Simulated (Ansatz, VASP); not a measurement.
## Two plane-wave programs on Pd2PtS3

Contents of INCAR:

```
SYSTEM = Pd2PtS3
PREC     = Accurate       ! precision mode
ENCUT    = 520            ! plane-wave cutoff, eV
EDIFF    = 1E-6           ! SCF threshold, eV
ISMEAR   = 0              ! smearing method
SIGMA    = 0.1            ! smearing width, eV
LREAL    = .FALSE.        ! projectors in reciprocal space
LASPH    = .TRUE.         ! aspherical terms in the spheres
NELM     = 80             ! most SCF steps
ALGO     = Normal         ! electronic algorithm
ISIF     = 2              ! what is computed and relaxed
LWAVE    = .FALSE.        ! write WAVECAR
LCHARG   = .FALSE.        ! write CHGCAR
GGA      = PE             ! functional
NBANDS   = 33             ! bands
```

File KPOINTS:

```
Automatic mesh
0
G
  3 3 6
  0 0 0
```

File POSCAR:

```
Pd2PtS3
1.0
    6.0565990400      0.0000000000      0.0000000000
   -3.0282995200      5.2451686300      0.0000000000
    0.0000000000      0.0000000000      3.5601318400
Pd Pt S
2 1 3
Direct
    0.3333333300      0.6666666700      0.5000000000
    0.6666666700      0.3333333300      0.5000000000
    0.0000000000      0.0000000000      0.5000000000
    0.0000000000      0.5000000000      0.0000000000
    0.5000000000      0.0000000000      0.0000000000
    0.5000000000      0.5000000000      0.0000000000
```

Input for Ansatz:

```yaml
crystal:
  lattice:
    - [6.05659904, 0.0, 0.0]
    - [-3.02829952, 5.24516863, 0.0]
    - [0.0, 0.0, 3.56013184]
  atoms:
    - { symbol: Pd, position: [0.33333333, 0.66666667, 0.5] }
    - { symbol: Pd, position: [0.66666667, 0.33333333, 0.5] }
    - { symbol: Pt, position: [0.0, 0.0, 0.5] }
    - { symbol: S, position: [0.0, 0.5, 0.0] }
    - { symbol: S, position: [0.5, 0.0, 0.0] }
    - { symbol: S, position: [0.5, 0.5, 0.0] }
basis:
  ecutwfc: 420
kpoints:
  mp_grid: { grid: [3, 3, 6] }
hamiltonian:
  xc: pbe
scf:
  occupations: { method: gaussian, width: 0.1 }
  lower_state_search: "off"
output:
  forces: true
  stress: true
  eigenvalues: true
```

Change from the starting cell: species swapped into the TmB2Rh3 type (P6/mmm, No. 191).

Alike in both runs: task single point; functional PBE; k mesh 3 × 3 × 6; occupations gaussian, width 0.1 eV; no spin polarisation.

|  | VASP | Ansatz |
| --- | --- | --- |
| version | VASP 6.6.1 | Ansatz 0.2.0 |
| potentials or method | VASP PAW PBE potentials, release 64 (Pd, Pt, S), cutoff 520 eV | scalar-relativistic, plane waves, PAW |
| valence electrons in the cell | 48 | 72 |

```tsv
	VASP	Ansatz	Ansatz less VASP
gap on the k mesh at the Fermi level (eV)	none	none	-
pressure (GPa)	-3.6	-3.5	+0.14
traceless stress, the component that is largest in VASP (GPa)	-1.67	-1.67	-0.001
```

A gap of «none» marks a metal or a gap that the smearing closes. VASP's potentials hold 48 valence electrons a cell and Ansatz's 72, so a difference there can come from the potentials and not from the codes.

The k mesh is coarse, so the values compare programs but aren't converged. Neither program's run includes spin-orbit coupling.
